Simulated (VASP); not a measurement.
# BAs in VASP: further runs

BAs is run at these levels: PBE; tasks: relaxation of the atoms.

Everything below comes from runs of VASP 6.6.1. Logs are shortened: lines on timing, memory, paths and dates and some standing lists are left out, and cuts for length are marked.

## Step 1: The cell of the first run

The structure is cubic, space group F-43m (No. 216). Conventional cell: a = 4.745 Å, b = 4.745 Å, c = 4.745 Å, α = 90.00°, β = 90.00°, γ = 90.00°. Within 2.7 Å of B (site symmetry -43m) lie 4 As at 2.05 Å. As (site symmetry -43m) has 4 B at 2.05 Å within 2.7 Å.

## Step 2: Relaxation of the atoms, PBE (13.35 Å³/atom)

Contents of INCAR:

```
PREC = Accurate
ENCUT = 520
EDIFF = 1E-6
ISMEAR = -1
SIGMA = 0.02
LREAL = False
LASPH = True
NELM = 60
ALGO = Normal
ISIF = 2
LWAVE = False
LCHARG = False
GGA = PE
IBRION = 2
NSW = 80
EDIFFG = -0.02
```

Contents of KPOINTS:

```
regular mesh
0
Gamma
  16 16 16
```

Contents of POSCAR:

```
BAs
1.0
    0.0000000000      2.3724693156      2.3724693156
    2.3724693156      0.0000000000      2.3724693156
    2.3724693156      2.3724693156      0.0000000000
B As
1 1
Direct
    0.0000000000      0.0000000000      0.0000000000
    0.2500000000      0.2500000000      0.2500000000
```

Potentials or basis: VASP PAW PBE potentials, release 64 (B, As).

Launch:

```sh
cat potpaw_PBE.64/B/POTCAR potpaw_PBE.64/As/POTCAR > POTCAR
mpirun -np 1 vasp_std > vasp.out
```

OUTCAR:

```text
PREC = Accurate
   ENCUT = 520
   EDIFF = 1E-6
   ISMEAR = -1
   LREAL = False
   LASPH = True
   NELM = 60
   ISIF = 2
   GGA = PE
   IBRION = 2
   NSW = 80
   EDIFFG = -0.02

 ion  position               nearest neighbor table
   1  0.000  0.000  0.000-   2 2.05   2 2.05   2 2.05   2 2.05
   2  0.250  0.250  0.250-   1 2.05   1 2.05   1 2.05   1 2.05

  LATTYP: Found a face centered cubic cell.
 ALAT       =     4.7449386312

  Lattice vectors:

 A1 = (   0.0000000000,   2.3724693156,   2.3724693156)
 A2 = (   2.3724693156,   0.0000000000,   2.3724693156)
 A3 = (   2.3724693156,   2.3724693156,   0.0000000000)

Analysis of symmetry for initial positions (statically):
=====================================================================
 Subroutine PRICEL returns:
 Original cell was already a primitive cell.

 Routine SETGRP: Setting up the symmetry group for a
 face centered cubic supercell.

 Subroutine GETGRP returns: Found 24 space group operations
 (whereof 24 operations were pure point group operations)
 out of a pool of 48 trial point group operations.

The static configuration has the point symmetry T_d .

Analysis of symmetry for dynamics (positions and initial velocities):
=====================================================================
 Subroutine PRICEL returns:
 Original cell was already a primitive cell.

 Routine SETGRP: Setting up the symmetry group for a
 face centered cubic supercell.

 Subroutine GETGRP returns: Found 24 space group operations
 (whereof 24 operations were pure point group operations)
 out of a pool of 48 trial point group operations.

The dynamic configuration has the point symmetry T_d .

 Subroutine INISYM returns: Found 24 space group operations
 (whereof 24 operations are pure point group operations),
 and found     1 'primitive' translations

----------------------------------------------------------------------------------------

                                     Primitive cell

  volume of cell :      26.7074

  direct lattice vectors                    reciprocal lattice vectors
     0.000000000  2.372469316  2.372469316    -0.210750882  0.210750882  0.210750882
     2.372469316  0.000000000  2.372469316     0.210750882 -0.210750882  0.210750882
     2.372469316  2.372469316  0.000000000     0.210750882  0.210750882 -0.210750882

  length of vectors
     3.355178282  3.355178282  3.355178282     0.365031235  0.365031235  0.365031235

  position of ions in fractional coordinates (direct lattice)
     0.000000000  0.000000000  0.000000000
     0.250000000  0.250000000  0.250000000

  ion indices of the primitive-cell ions
   primitive index   ion index
                 1           1
                 2           2

----------------------------------------------------------------------------------------

 KPOINTS: regular mesh

Automatic generation of k-mesh.
 Grid dimensions read from file:
 generate k-points for:   16   16   16

 Generating k-lattice:

  Cartesian coordinates                     Fractional coordinates (reciprocal lattice)
    -0.013171930  0.013171930  0.013171930     0.062500000  0.000000000  0.000000000
     0.013171930 -0.013171930  0.013171930     0.000000000  0.062500000  0.000000000
     0.013171930  0.013171930 -0.013171930     0.000000000  0.000000000  0.062500000

  Length of vectors
     0.022814452  0.022814452  0.022814452

  Shift w.r.t. Gamma in fractional coordinates (k-lattice)
     0.000000000  0.000000000  0.000000000

 Subroutine IBZKPT returns following result:
 ===========================================

 Found    145 irreducible k-points:

 Following reciprocal coordinates:
            Coordinates               Weight
  0.000000  0.000000  0.000000      1.000000
  0.062500  0.000000  0.000000      8.000000
  0.125000  0.000000  0.000000      8.000000
  0.187500  0.000000  0.000000      8.000000
  0.250000  0.000000  0.000000      8.000000
  0.312500  0.000000  0.000000      8.000000
[... 16 lines left out ...]
 -0.125000  0.062500  0.000000     24.000000
 -0.062500  0.062500  0.000000     12.000000
 [... further k-points ...]
   k-points           NKPTS =    145   k-points in BZ     NKDIM =    145   number of bands    NBANDS=      8
   number of dos      NEDOS =    301   number of ions     NIONS =      2
   total plane-waves  NPLWV =  21952
   dimension x,y,z NGX =    28 NGY =   28 NGZ =   28
   dimension x,y,z NGXF=    56 NGYF=   56 NGZF=   56
   ions per type =               1   1
   NGX,Y,Z   is equivalent  to a cutoff of  13.87, 13.87, 13.87 a.u.
   NGXF,Y,Z  is equivalent  to a cutoff of  27.75, 27.75, 27.75 a.u.
 SYSTEM =  unknown system
   PREC   = accura    normal or accurate (medium, high low for compatibility)
   ISTART =      0    job   : 0-new  1-cont  2-samecut
   ICHARG =      2    charge: 1-file 2-atom 10-const
   ISPIN  =      1    spin polarized calculation?
   LNONCOLLINEAR =      F non collinear calculations
   LSORBIT =      F    spin-orbit coupling
   LASPH  =      T    aspherical Exc in radial PAW
   ENCUT  =  520.0 eV  38.22 Ry    6.18 a.u.   6.24  6.24  6.24*2*pi/ulx,y,z
   NELM   =     60;   NELMIN=  2; NELMDL= -5     # of ELM steps
   EDIFF  = 0.1E-05   stopping-criterion for ELM
   LREAL  =      F    real-space projection
   EDIFFG = -.2E-01   stopping-criterion for IOM
   NSW    =     80    number of steps for IOM
   IBRION =      2    ionic relax: 0-MD 1-quasi-New 2-CG
   NFREE  =      1    steps in history (QN), initial steepest desc. (CG)
   ISIF   =      2    stress and relaxation
   ISYM   =      2    0-nonsym 1-usesym 2-fastsym
   POTIM  = 0.5000    time-step for ionic-motion
   TEBEG  =    0.0;   TEEND  =   0.0 temperature during run
   PSTRESS=    0.0 pullay stress
   NELECT =       8.0000    total number of electrons
   NUPDOWN=      -1.0000    fix difference up-down
   EMIN   =  10.00;   EMAX   =-10.00  energy-range for DOS
   EFERMI =   0.00;   METHOD = LEGACY
   ISMEAR =    -1;   SIGMA  =   0.02  broadening in eV -4-tet -1-fermi 0-gaus
   EFERMI_NEDOS =   21; number of points for ismear=-14 and -15
   IALGO  =     38    algorithm
   IMIX   =      4    mixing-type and parameters
     AMIX     =   0.40;   BMIX     =  1.00
     AMIX_MAG =   1.60;   BMIX_MAG =  1.00
  volume/ion in A,a.u.               =      13.35        90.12
  Fermi-wavevector in a.u.,A,eV,Ry     =   1.095370  2.069949 16.324756  1.199836
  Thomas-Fermi vector in A             =   2.231692
   LORBIT       =      0    0 simple, 1 ext, 2 COOP (PROOUT), +10 PAW based schemes
   GGA     = PE    functional components
   LHFCALC =     F    Hartree Fock is set to
   AEXX    =    0.0000 exact exchange contribution
   IVDW    =     0    specifies the selected vdW correction
   LEPSILON=     F    determine dielectric tensor
   LRPA    =     F    only Hartree local field effects (RPA)
 conjugate gradient relaxation of ions
 non-spin polarized calculation
  energy-cutoff  :      520.00
  volume of cell :       26.71
 maximum number of plane-waves:       736
 NGX is ok and might be reduce to    28
   NGX = 13   NGY = 13   NGZ = 13

 number of electron       8.0000000 magnetization

 Free energy of the ion-electron system (eV)
  ---------------------------------------------------
  ext. energy  EPLUGINS =         0.00000000
  ---------------------------------------------------
  free energy    TOTEN  =       -11.38986483 eV

  energy without entropy =      -11.38986483  energy(sigma->0) =      -11.38986483

 E-fermi :   6.7280     XC(G=0): -10.6721

 val. band max:        6.3509277146   @ k =   0.0000   0.0000   0.0000
 cond. band min:       7.5203801827   @ k =   0.3750   0.3750   0.0000
 fundamental gap:      1.1694524682
 Fermi energy:         6.7279599932

 k-point     1 :       0.0000    0.0000    0.0000
  band No.  band energies     occupation
      1      -9.2363      2.00000
      2       6.3509      2.00000
      3       6.3509      2.00000
      4       6.3509      2.00000
      5       9.6532      0.00000
      6       9.6532      0.00000
      7       9.6532      0.00000
      8      11.2963      0.00000

 k-point     2 :       0.0625    0.0000    0.0000
  band No.  band energies     occupation
      1      -9.1708      2.00000
      2       5.7112      2.00000
      3       6.2188      2.00000
      4       6.2188      2.00000
      5       9.7971      0.00000
      6       9.8264      0.00000
      7       9.8264      0.00000
      8      11.6354      0.00000

 k-point     3 :       0.1250    0.0000    0.0000
  band No.  band energies     occupation
      1      -8.9755      2.00000
      2       4.3665      2.00000
      3       5.9025      2.00000
      4       5.9025      2.00000
      5       9.8245      0.00000
      6      10.2423      0.00000
      7      10.2423      0.00000
      8      12.5109      0.00000

 k-point     4 :       0.1875    0.0000    0.0000
  band No.  band energies     occupation
      1      -8.6541      2.00000
      2       2.8494      2.00000
      3       5.5295      2.00000
      4       5.5295      2.00000
      5       9.6928      0.00000
      6      10.7049      0.00000
      7      10.7049      0.00000
      8      13.5092      0.00000

 k-point     5 :       0.2500    0.0000    0.0000
  band No.  band energies     occupation
      1      -8.2150      2.00000
      2       1.3469      2.00000
      3       5.1782      2.00000
      4       5.1782      2.00000
      5       9.5240      0.00000
      6      11.0478      0.00000
      7      11.0478      0.00000
      8      14.3924      0.00000

 k-point     6 :       0.3125    0.0000    0.0000
  band No.  band energies     occupation
      1      -7.6765      2.00000
      2      -0.0554      2.00000
      3       4.8859      2.00000
      4       4.8859      2.00000
      5       9.3716      0.00000
      6      11.2009      0.00000
      7      11.2009      0.00000
      8      15.0008      0.00000

 k-point     7 :       0.3750    0.0000    0.0000
  band No.  band energies     occupation
      1      -7.0809      2.00000
      2      -1.2833      2.00000
      3       4.6702      2.00000
      4       4.6702      2.00000
      5       9.2566      0.00000
      6      11.2122      0.00000
      7      11.2122      0.00000
      8      15.2413      0.00000
[... 133 lines left out ...]
 k-point    20 :      -0.3125    0.0625    0.0000
  band No.  band energies     occupation
      1      -7.4261      2.00000
      2      -0.4515      2.00000
      3       4.1607      2.00000
      4       4.9521      2.00000
      5       9.6338      0.00000
      6      11.1320      0.00000
      7      11.4308      0.00000
      8      14.9606      0.00000

 k-point    21 :      -0.2500    0.0625    0.0000
  band No.  band energies     occupation
      1      -7.9891      2.00000
      2       0.8908      2.00000
      3       4.3684      2.00000
      4       5.2918      2.00000
      5       9.7676      0.00000
      6      10.9272      0.00000
      7      11.4408      0.00000
      8      14.3802      0.00000

 k-point    22 :      -0.1875    0.0625    0.0000
  band No.  band energies     occupation
      1      -8.4632      2.00000
      2       2.3480      2.00000
      3       4.6700      2.00000
      4       5.6639      2.00000
      5       9.9116      0.00000
      6      10.5755      0.00000
      7      11.2125      0.00000
      8      13.6925      0.00000

 k-point    23 :      -0.1250    0.0625    0.0000
  band No.  band energies     occupation
      1      -8.8244      2.00000
      2       3.8293      2.00000
      3       5.0595      2.00000
      4       6.0129      2.00000
      5      10.0022      0.00000
      6      10.1516      0.00000
      7      10.7753      0.00000
      8      12.9119      0.00000

 k-point    24 :      -0.0625    0.0625    0.0000
  band No.  band energies     occupation
      1      -9.0620      2.00000
      2       5.1051      2.00000
      3       5.5793      2.00000
      4       6.2370      2.00000
      5       9.8394      0.00000
      6       9.9075      0.00000
      7      10.3193      0.00000
      8      12.1110      0.00000

 [... further k-points ...]
[... 5 lines left out ...]
  --------------------------------------------------------------------------------------
  -------------------------------------------------------------------------------------
  Total        1.0832990      1.0832990      1.0832990     -0.0000000      0.0000000     -0.0000000
  in kB       64.9870968     64.9870968     64.9870968     -0.0000000      0.0000000     -0.0000000
  external PRESSURE =      64.9870968 kB  Pullay stress =       0.0000000 kB

 VOLUME and BASIS-vectors are now :
 -----------------------------------------------------------------------------
  energy-cutoff  :      520.00
  volume of cell :       26.71
      direct lattice vectors                 reciprocal lattice vectors
     0.000000000  2.372469316  2.372469316    -0.210750882  0.210750882  0.210750882
     2.372469316  0.000000000  2.372469316     0.210750882 -0.210750882  0.210750882
     2.372469316  2.372469316  0.000000000     0.210750882  0.210750882 -0.210750882

 POSITION                                       TOTAL-FORCE (eV/Angst)
 -----------------------------------------------------------------------------------
      0.00000      0.00000      0.00000        -0.000000     -0.000000      0.000000
      1.18623      1.18623      1.18623         0.000000      0.000000     -0.000000
 -----------------------------------------------------------------------------------
    total drift:                               -0.000000     -0.000000     -0.000000

  FREE ENERGIE OF THE ION-ELECTRON SYSTEM (eV)
  ---------------------------------------------------
  free  energy   TOTEN  =       -11.3898648307 eV

  energy  without entropy=      -11.3898648307  energy(sigma->0) =      -11.38986483

 reached required accuracy - stopping structural energy minimisation
```

It took 13 s on 1 thread of Intel Xeon 6975P-C (Granite Rapids), shared host; peak memory 0.18 GiB.

What came out:

- Free energy: -11.3899 eV
- Pressure after relaxing: 6.5 GPa
- Band gap on the k mesh: 1.17 eV (least direct gap 3.30 eV)

Final structure:
```
CELL_PARAMETERS angstrom
0.00000 2.37247 2.37247
2.37247 0.00000 2.37247
2.37247 2.37247 0.00000
ATOMIC_POSITIONS crystal
B 0.00000 0.00000 0.00000
As 0.25000 0.25000 0.25000
```

Levels at points of the mesh, in eV from the valence-band top:
| k point | band 2 | band 3 | band 4 | band 5 | band 6 | band 7 |
| --- | --- | --- | --- | --- | --- | --- |
| (0.00, 0.00, 0.00) | 0.00 | 0.00 | 0.00 | 3.30 | 3.30 | 3.30 |
| (0.50, 0.00, 0.00) | -8.94 | -1.86 | -1.86 | 2.81 | 4.80 | 4.80 |
| (0.50, 0.50, 0.00) | -8.64 | -4.17 | -4.17 | 1.40 | 1.42 | 11.56 |

Caveat: the relaxation stopped at its first step, so nothing moved. A k mesh can miss the band edges.

(Part 1 of 2 ends here.)
